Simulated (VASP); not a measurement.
# Pd (Fm-3m) in VASP: notebook, part 2 of 2

VASP 6.6.1. The steps go on from the part before.

## (5) Relaxation of cell and atoms, r2SCAN+rVV10

Input file POSCAR:

```
Pd
1.0
    0.0000000000      1.9465000000      1.9465000000
    1.9465000000      0.0000000000      1.9465000000
    1.9465000000      1.9465000000      0.0000000000
Pd
1
Direct
    0.0000000000      0.0000000000      0.0000000000
```

Input file INCAR.step1:

```
  PREC = Accurate
  ENCUT = 600
  ISMEAR = -1
  SIGMA = 0.1
  LREAL = F
  LASPH = T
  NELM = 80
  GGA = PE
  ALGO = Normal
  EDIFF = 1E-4
  LWAVE = T
  LCHARG = F
```

Input file INCAR.step2:

```
  PREC = Accurate
  ENCUT = 600
  EDIFF = 1E-7
  ISMEAR = -1
  SIGMA = 0.1
  LREAL = F
  LASPH = T
  NELM = 80
  ALGO = Normal
  ISIF = 3
  LWAVE = F
  LCHARG = F
  METAGGA = R2SCAN
  LMIXTAU = T
  LUSE_VDW = T
  IVDW_NL = 2
  BPARAM = 11.95
  CPARAM = 0.0093
  IBRION = 2
  NSW = 80
  EDIFFG = -0.01
  ISTART = 1
```

Input file KPOINTS:

```
regular mesh
0
Gamma
  15 15 15
```

Potentials or basis: VASP PAW PBE potentials, release 64 (Pd).

Started as:

```console
$ cat potpaw_PBE.64/Pd/POTCAR > POTCAR
$ cp INCAR.step1 INCAR
$ mpirun -np 1 vasp_std > vasp.out
$ cp INCAR.step2 INCAR
$ mpirun -np 1 vasp_std > vasp.out
```

OUTCAR:

```text
PREC = Accurate
   ENCUT = 600
   EDIFF = 1E-7
   ISMEAR = -1
   LREAL = F
   LASPH = T
   NELM = 80
   ISIF = 3
   METAGGA = R2SCAN
   IVDW_NL = 2
   BPARAM = 11.95
   IBRION = 2
   NSW = 80
   EDIFFG = -0.01
   ISTART = 1

 ion  position               nearest neighbor table
   1  0.000  0.000  0.000-

  LATTYP: Found a face centered cubic cell.
 ALAT       =     3.8930000000

  Lattice vectors:

 A1 = (   0.0000000000,   1.9465000000,   1.9465000000)
 A2 = (   1.9465000000,   0.0000000000,   1.9465000000)
 A3 = (   1.9465000000,   1.9465000000,   0.0000000000)

Analysis of symmetry for initial positions (statically):
=====================================================================
 Subroutine PRICEL returns:
 Original cell was already a primitive cell.

 Routine SETGRP: Setting up the symmetry group for a
 face centered cubic supercell.

 Subroutine GETGRP returns: Found 48 space group operations
 (whereof 48 operations were pure point group operations)
 out of a pool of 48 trial point group operations.

The static configuration has the point symmetry O_h .

Analysis of symmetry for dynamics (positions and initial velocities):
=====================================================================
 Subroutine PRICEL returns:
 Original cell was already a primitive cell.

 Routine SETGRP: Setting up the symmetry group for a
 face centered cubic supercell.

 Subroutine GETGRP returns: Found 48 space group operations
 (whereof 48 operations were pure point group operations)
 out of a pool of 48 trial point group operations.

The dynamic configuration has the point symmetry O_h .

 Subroutine INISYM returns: Found 48 space group operations
 (whereof 48 operations are pure point group operations),
 and found     1 'primitive' translations

[... 118 lines left out ...]
   LHFCALC =     F    Hartree Fock is set to
   AEXX    =    0.0000 exact exchange contribution
   IVDW_NL    =     2    kernel type
   BPARAM     =11.9500
   IVDW    =     0    specifies the selected vdW correction
   LEPSILON=     F    determine dielectric tensor
   LRPA    =     F    only Hartree local field effects (RPA)
 conjugate gradient relaxation of ions
 non-spin polarized calculation
  energy-cutoff  :      600.00
  volume of cell :       14.75
 maximum number of plane-waves:       531
 NGX is ok and might be reduce to    24
   NGX = 11   NGY = 11   NGZ = 11

--------------------------------------- Ionic step        1  -------------------------------------------

 number of electron       9.9999999 magnetization

 Free energy of the ion-electron system (eV)
  ---------------------------------------------------
  ext. energy  EPLUGINS =         0.00000000
  ---------------------------------------------------
  free energy    TOTEN  =       -22.71206280 eV

  energy without entropy =      -22.65397698  energy(sigma->0) =      -22.68301989

------------------------ aborting loop because EDIFF is reached ----------------------------------------

  FORCE on cell =-STRESS in cart. coord.  units (eV):
  Direction    XX          YY          ZZ          XY          YZ          ZX
  --------------------------------------------------------------------------------------
  -------------------------------------------------------------------------------------
  Total        0.0811581      0.0811581      0.0811581     -0.0000000      0.0000000     -0.0000000
  in kB        8.8155511      8.8155511      8.8155511     -0.0000000      0.0000000     -0.0000000
  external PRESSURE =       8.8155511 kB  Pullay stress =       0.0000000 kB
[... 57 lines left out ...]
--------------------------------------- Ionic step        3  -------------------------------------------

 number of electron       9.9999999 magnetization

 Free energy of the ion-electron system (eV)
  ---------------------------------------------------
  ext. energy  EPLUGINS =         0.00000000
  ---------------------------------------------------
  free energy    TOTEN  =       -22.71223588 eV

  energy without entropy =      -22.65384225  energy(sigma->0) =      -22.68303906

 E-fermi :   9.5417     XC(G=0): -14.1396

 val. band max:        9.5386096153   @ k =  -0.4667   0.3333   0.0667
 cond. band min:       9.5544178321   @ k =   0.4667   0.2000   0.0000
 fundamental gap:      0.0158082168
 Fermi energy:         9.5417004228

 k-point     1 :       0.0000    0.0000    0.0000
  band No.  band energies     occupation
      1       2.3349      2.00000
      2       6.6201      2.00000
      3       6.6201      2.00000
      4       6.6201      2.00000
      5       8.2230      2.00000
      6       8.2230      2.00000
      7      27.5226      0.00000
      8      31.9424      0.00000
      9      32.4840      0.00000
[... 265 lines left out ...]
 k-point    24 :       0.2000    0.1333    0.0000
  band No.  band energies     occupation
      1       3.6945      2.00000
      2       5.9692      2.00000
      3       7.1459      2.00000
      4       7.2084      2.00000
      5       7.7510      2.00000
      6       8.5145      1.99993
      7      28.3500      0.00000
      8      29.2044      0.00000
      9      31.0408      0.00000

 [... further k-points ...]
[... 5 lines left out ...]
  --------------------------------------------------------------------------------------
  -------------------------------------------------------------------------------------
  Total        0.0021080      0.0021080      0.0021080      0.0000000      0.0000000      0.0000000
  in kB        0.2279848      0.2279848      0.2279848      0.0000000      0.0000000      0.0000000
  external PRESSURE =       0.2279848 kB  Pullay stress =       0.0000000 kB
[... 16 lines left out ...]
  FREE ENERGIE OF THE ION-ELECTRON SYSTEM (eV)
  ---------------------------------------------------
  free  energy   TOTEN  =       -22.7122358762 eV

  energy  without entropy=      -22.6538422461  energy(sigma->0) =      -22.68303906

 reached required accuracy - stopping structural energy minimisation
```

OUTCAR.step1:

```text
PREC = Accurate
   ENCUT = 600
   ISMEAR = -1
   LREAL = F
   LASPH = T
   NELM = 80
[... 504 lines left out ...]

 POSITION                                       TOTAL-FORCE (eV/Angst)
 -----------------------------------------------------------------------------------
      0.00000      0.00000      0.00000        -0.000000      0.000000      0.000000
 -----------------------------------------------------------------------------------
    total drift:                               -0.000000      0.000000     -0.000000

  FREE ENERGIE OF THE ION-ELECTRON SYSTEM (eV)
  ---------------------------------------------------
  free  energy   TOTEN  =        -5.2447652654 eV

  energy  without entropy=       -5.1843175893  energy(sigma->0) =       -5.21454143
```

OSZICAR.step1:

```text
N       E                     dE             d eps       ncg     rms          rms(c)
DAV:   1     0.441727706347E+02    0.44173E+02   -0.57895E+03  2160   0.118E+03
DAV:   2    -0.514168460175E+01   -0.49314E+02   -0.48165E+02  2330   0.208E+02
DAV:   3    -0.552234338394E+01   -0.38066E+00   -0.37774E+00  2600   0.219E+01
DAV:   4    -0.552416064407E+01   -0.18173E-02   -0.18172E-02  2529   0.133E+00
DAV:   5    -0.552418325987E+01   -0.22616E-04   -0.22617E-04  2494   0.129E-01    0.779E+00
DAV:   6    -0.525982937881E+01    0.26435E+00   -0.11950E+00  2209   0.103E+01    0.382E+00
DAV:   7    -0.524849014300E+01    0.11339E-01   -0.11267E-02  2427   0.966E-01    0.198E+00
DAV:   8    -0.524476626797E+01    0.37239E-02   -0.10876E-03  2362   0.279E-01    0.696E-02
DAV:   9    -0.524476526539E+01    0.10026E-05   -0.61780E-06  1242   0.276E-02
   1 F= -.52447653E+01 E0= -.52145414E+01  d E =-.604477E-01
```

It took 2.1 min on 1 thread of Intel Xeon 6975P-C (Granite Rapids), shared host; peak memory 0.23 GiB.

What came out:

```
Free energy                            : -22.7122 eV
Relaxed volume                         : 14.81 Å³/atom
Relaxed cell                           : a = 2.757 Å, b = 2.757 Å, c = 2.757 Å, α = 60.00°, β = 60.00°, γ = 60.00°
Space group after relaxing (to 0.05 Å) : Fm-3m (No. 225)
Energy gained by relaxing              : 0.2 meV/atom
Ionic steps                            : 3
Pressure after relaxing                : 0.0 GPa
Band gap on the k mesh                 : zero (band 5 reaches 9.79 eV, above the bottom of band 6 at 8.15 eV)
```

Step by step:
| step | energy change (eV) | largest force (eV/Å) | pressure (GPa) | volume (Å³) |
| --- | --- | --- | --- | --- |
| 1 | 0.0000 | 0.0000 | 0.88 | 14.75 |
| 2 | 0.0003 | 0.0000 | -1.39 | 14.92 |
| 3 | -0.0002 | 0.0000 | 0.02 | 14.81 |

Final structure:
```xyz
1
Lattice="0.0000 1.9493 1.9493 1.9493 0.0000 1.9493 1.9493 1.9493 0.0000" Properties=species:S:1:pos:R:3 pbc="T T T"
Pd    0.0000    0.0000    0.0000
```

Caveat: the PAW data sets were made with another functional, which shifts forces and pressure a little. Zero-point motion and thermal expansion aren't in these numbers.

## (6) The runs side by side

```csv
task,level,cell,cutoff (eV),gap on the mesh (eV),pressure (GPa),relaxed volume (Å³/atom)
single point,r2SCAN+rVV10,"a = 2.751 Å, angles 60.0°, 1 atom",520,none,1.2,-
relaxation of cell and atoms,PBE,"relaxed from a = 2.753 Å, angles 60.0°, 1 atom",600,none,-0.1,15.32
relaxation of cell and atoms,PBE+D3(BJ),"relaxed from a = 2.753 Å, angles 60.0°, 1 atom",600,none,0.0,14.70
relaxation of cell and atoms,r2SCAN+rVV10,"relaxed from a = 2.753 Å, angles 60.0°, 1 atom",600,none,0.0,14.81
```

Alike in all rows: potentials or basis VASP PAW PBE potentials, release 64 (Pd); no spin polarisation; k mesh 15 × 15 × 15; smearing fermi-dirac 0.1 eV.

Caveats: the PAW data sets were made with another functional, which shifts forces and pressure a little (some runs); pairwise dispersion overbinds metals, which lowers pressure and volume (some runs).

Total energies depend on the potentials used, so only differences within one code and one set of settings carry meaning.
